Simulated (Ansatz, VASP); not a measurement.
**TiIn2: VASP beside Ansatz**

Contents of INCAR:

```
PREC = Accurate
ENCUT = 600
EDIFF = 1E-7
ISMEAR = 0
SIGMA = 0.1
LREAL = F
LASPH = T
NELM = 60
ALGO = Fast
ISIF = 3
LWAVE = F
LCHARG = F
GGA = PE
IBRION = 2
NSW = 90
EDIFFG = -0.04
```

KPOINTS

```
regular mesh
0
Gamma
  6 6 4
```

POSCAR

```
TiIn2
1.0
    3.1159615200      0.0000000000      0.0000000000
    0.0000000000      3.1159615200      0.0000000000
    0.0000000000      0.0000000000      5.9532972800
Ti In
1 2
Direct
    0.0000000000      0.0000000000      0.0000000000
    0.5000000000      0.5000000000      0.2700000100
    0.5000000000      0.5000000000      0.7299999900
```

Input for Ansatz:

```yaml
crystal:
  lattice:
    - [3.11596152, 0.0, 0.0]
    - [0.0, 3.11596152, 0.0]
    - [0.0, 0.0, 5.95329728]
  atoms:
    - { symbol: Ti, position: [0.0, 0.0, 0.0] }
    - { symbol: In, position: [0.5, 0.5, 0.27000001] }
    - { symbol: In, position: [0.5, 0.5, 0.72999999] }
basis:
  ecutwfc: 420
kpoints:
  mp_grid: { grid: [6, 6, 4] }
hamiltonian:
  xc: pbe
scf:
  occupations: { method: gaussian, width: 0.1 }
  lower_state_search: "off"
output:
  forces: true
  stress: true
  eigenvalues: true
relax:
  adjacent_minimum: "off"
  f_tol: 0.04
  max_steps: 70
  cell: { stress_tol: 0.4 }
```

Change from the starting cell: species swapped into the FeSi2 type (P4/mmm, No. 123).

Alike in both runs: task relaxation of cell and atoms; functional PBE; k mesh 6 × 6 × 4; occupations gaussian, width 0.1 eV; no spin polarisation.

```csv
,VASP,Ansatz
version,VASP 6.6.1,Ansatz 0.2.0
potentials or method,"VASP PAW PBE potentials, release 64 (Ti_sv, In_d), cutoff 600 eV","scalar-relativistic, plane waves, PAW"
valence electrons in the cell,38,38
```

Ansatz gave:

```
gap on the k mesh at the Fermi level, each at its own relaxed structure (eV) : none
relaxed volume (Å³/atom)                                                     : 22.15
relaxed cell length with the largest relative difference (Å)                 : 7.067
```

Which values does VASP return?

gap on the k mesh at the Fermi level, each at its own relaxed structure (eV): none; relaxed volume (Å³/atom): 22.13; relaxed cell length with the largest relative difference (Å): 7.078.

A gap of «none» marks a metal or a gap that the smearing closes.
